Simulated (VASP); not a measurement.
**Cu: single point with PBE**

The system is Cu.

```
CELL_PARAMETERS angstrom
0.00000 1.81428 1.81428
1.81428 0.00000 1.81428
1.81428 1.81428 0.00000
ATOMIC_POSITIONS crystal
Cu 0.00000 0.00000 0.00000
```

| Item | Value |
| --- | --- |
| Program | VASP 6.6.1 |
| Task | single point |
| Functional | PBE |
| Potentials or basis | VASP PAW PBE potentials, release 64 (Cu) |
| Cutoff | 520 eV |
| k mesh | 38 × 38 × 38 |
| Occupations | gaussian, width 0.1 eV |
| Spin | no spin polarisation |

| Property | Result |
| --- | --- |
| Pressure | 0.7 GPa |
| Band gap on the k mesh | zero (an odd number of electrons rules out a gap without spin polarisation) |

Levels at points of the mesh, in eV from the Fermi level:
| k point | band 2 | band 3 | band 4 | band 5 | band 6 | band 7 | band 8 | band 9 | band 10 | band 11 |
| --- | --- | --- | --- | --- | --- | --- | --- | --- | --- | --- |
| (0.00, 0.00, 0.00) | -3.02 | -3.02 | -3.02 | -2.21 | -2.21 | 22.48 | 25.04 | 25.04 | 25.04 | 27.52 |
| (0.50, 0.00, 0.00) | -3.05 | -3.05 | -1.65 | -1.65 | -0.99 | 3.67 | 20.98 | 21.87 | 21.87 | 24.89 |
| (0.50, 0.50, 0.00) | -4.39 | -1.67 | -1.51 | -1.51 | 1.48 | 7.01 | 12.97 | 12.97 | 17.43 | 20.05 |

It took 5.3 min on 1 thread of Intel Xeon 8259CL (shared host), peak memory 0.3 GiB.
